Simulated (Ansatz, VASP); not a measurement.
HgTe in VASP and in Ansatz

```
CELL_PARAMETERS angstrom
2.93143 -3.39616 0.00000
2.93143 3.39616 0.00000
0.00000 0.00000 5.67979
ATOMIC_POSITIONS crystal
Hg 0.65695 0.34305 0.25000
Hg 0.34305 0.65695 0.75000
Te 0.21519 0.78481 0.25000
Te 0.78481 0.21519 0.75000
```

Change from the starting cell: volume scaled by 0.94.

Alike in both runs: task single point; functional PBEsol; k mesh 6 × 6 × 5; occupations fermi-dirac, width 0.05 eV; no spin polarisation.

```csv
,VASP,Ansatz
version,VASP 6.6.1,Ansatz 0.2.0
potentials or method,"VASP PAW PBE potentials, release 64 (Hg, Te), cutoff 520 eV","all-electron LAPW, scalar-relativistic"
```

|  | VASP | Ansatz | Ansatz less VASP |
| --- | --- | --- | --- |
| gap on the k mesh at the Fermi level (eV) | none | none | - |
| pressure (GPa) | -0.5 | -0.7 | -0.18 |
| traceless stress, the component that is largest in VASP (GPa) | -0.14 | -0.10 | +0.033 |
| rms of the force components (eV/Å) | 0.019 | 0.022 | +0.0024 |

VASP's potentials were made for PBE, not for PBEsol. Atom by atom the forces differ by 0.007 eV/Å (rms over components). A gap of «none» marks a metal or a gap that the smearing closes. Ansatz ran all-electron here, and VASP with PAW potentials.

Neither program's run includes spin-orbit coupling.
